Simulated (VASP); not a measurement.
A run of VASP 6.6.1 is set up as follows.

Contents of INCAR:

```
SYSTEM = Ag
PREC     = Accurate       ! precision mode
ENCUT    = 520            ! plane-wave cutoff, eV
EDIFF    = 1E-7           ! SCF threshold, eV
ISMEAR   = -1             ! smearing method
SIGMA    = 0.05           ! smearing width, eV
LREAL    = .FALSE.        ! projectors in reciprocal space
LASPH    = .TRUE.         ! aspherical terms in the spheres
NELM     = 80             ! most SCF steps
ALGO     = Normal         ! electronic algorithm
ISIF     = 2              ! what is computed and relaxed
LWAVE    = .FALSE.        ! write WAVECAR
LCHARG   = .FALSE.        ! write CHGCAR
GGA      = RP             ! functional
IVDW     = 12             ! dispersion correction
NBANDS   = 12             ! bands
```

File KPOINTS:

```
Automatic mesh
0
G
  11 11 11
  0 0 0
```

File POSCAR:

```
Ag
1.0
    0.0000000000      1.9219450598      1.9219450598
    1.9219450598      0.0000000000      1.9219450598
    1.9219450598      1.9219450598      0.0000000000
Ag
1
Direct
    0.0000000000      0.0000000000      0.0000000000
```

Potentials or basis: VASP PAW PBE potentials, release 64 (Ag).

The run is started by

```sh
$ cat potpaw_PBE.64/Ag/POTCAR > POTCAR
$ mpirun -np 1 vasp_std > vasp.out
```

(1) Estimate the pressure.

(2) Predict the dispersion energy per atom.

## Answers

(1) -0.4 GPa.

(2) -3.658 eV.

Caveat: the PAW data sets were made with another functional, which shifts forces and pressure a little; pairwise dispersion overbinds metals, which lowers pressure and volume.
